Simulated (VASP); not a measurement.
Ti, 1 atom in the cell. It takes space group Pm-3m (No. 221, cubic). The conventional cell has a = 1.879 Å, b = 1.879 Å, c = 1.879 Å, α = 90.00°, β = 90.00°, γ = 90.00°. Within 2.5 Å of Ti (site symmetry m-3m) lie 6 Ti at 1.88 Å.  This cell differs from its parent crystal: volume scaled by 0.4.

| Property | Result |
| --- | --- |
| Program | VASP 6.6.1 |
| Task | single point |
| Functional | LDA |
| Potentials or basis | VASP PAW LDA potentials, release 64 (Ti_sv) |
| Cutoff | 520 eV |
| k mesh | 15 × 15 × 15 |
| Occupations | fermi-dirac, width 0.05 eV |
| Spin | no spin polarisation |
| Dipole correction | no |
| Further INCAR settings | ALGO = Normal; EDIFF = 1e-07; NBANDS = 12 |

Potentials or basis: VASP PAW LDA potentials, release 64 (Ti_sv).

Command:

```bash
$ cat potpaw_LDA.64/Ti_sv/POTCAR > POTCAR
$ mpirun -np 1 vasp_std > vasp.out
```

Hardware: 1 thread of Intel Xeon 6975P-C, on a shared host.

Task: How long does it take, and how much memory?

Result: Run time: 3.8 s on 1 thread of Intel Xeon 6975P-C, on a shared host, peak memory 0.11 GiB. Counts: scf iterations 14, k points 120.
